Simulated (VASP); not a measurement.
A run of VASP 6.6.1 is set up as follows.

Contents of INCAR:

```
PREC     = Accurate       # precision mode
ENCUT    = 600            # plane-wave cutoff, eV
EDIFF    = 1E-7           # SCF threshold, eV
ISMEAR   = -1             # smearing method
SIGMA    = 0.05           # smearing width, eV
LREAL    = False          # projectors in reciprocal space
LASPH    = True           # aspherical terms in the spheres
NELM     = 60             # most SCF steps
ALGO     = Normal         # electronic algorithm
ISIF     = 3              # what is computed and relaxed
LWAVE    = False          # write WAVECAR
LCHARG   = False          # write CHGCAR
GGA      = PE             # functional
IBRION   = 2              # ionic algorithm
NSW      = 60             # ionic steps
EDIFFG   = -0.03          # ionic threshold
```

KPOINTS

```
Automatic mesh
0
Gamma
  15 15 15
```

Contents of POSCAR:

```
Hf
1.0
    2.9100000000      0.0000000000      0.0000000000
    0.0000000000      2.9100000000      0.0000000000
    0.0000000000      0.0000000000      2.9100000000
Hf
1
Direct
    0.0000000000      0.0000000000      0.0000000000
```

Potentials or basis: VASP PAW PBE potentials, release 64 (Hf_pv).

Run with:

```console
$ cat potpaw_PBE.64/Hf_pv/POTCAR > POTCAR
$ mpirun -np 1 vasp_std > vasp.out
```

**Question.** What does it give for the band gap on the k mesh?

**Answer.** Zero (band 5 reaches 4.72 eV, above the bottom of band 6 at 2.40 eV).

**Question.** What does it give for the relaxed cell?

**Answer.** a = 2.914 Å, b = 2.914 Å, c = 2.914 Å, α = 90.00°, β = 90.00°, γ = 90.00°.

Final structure:
```
CELL_PARAMETERS angstrom
2.91434 0.00000 0.00000
0.00000 2.91434 0.00000
0.00000 0.00000 2.91434
ATOMIC_POSITIONS crystal
Hf 0.00000 0.00000 0.00000
```

Caveat: spin-orbit coupling is left out, which moves the levels of the heavy elements.
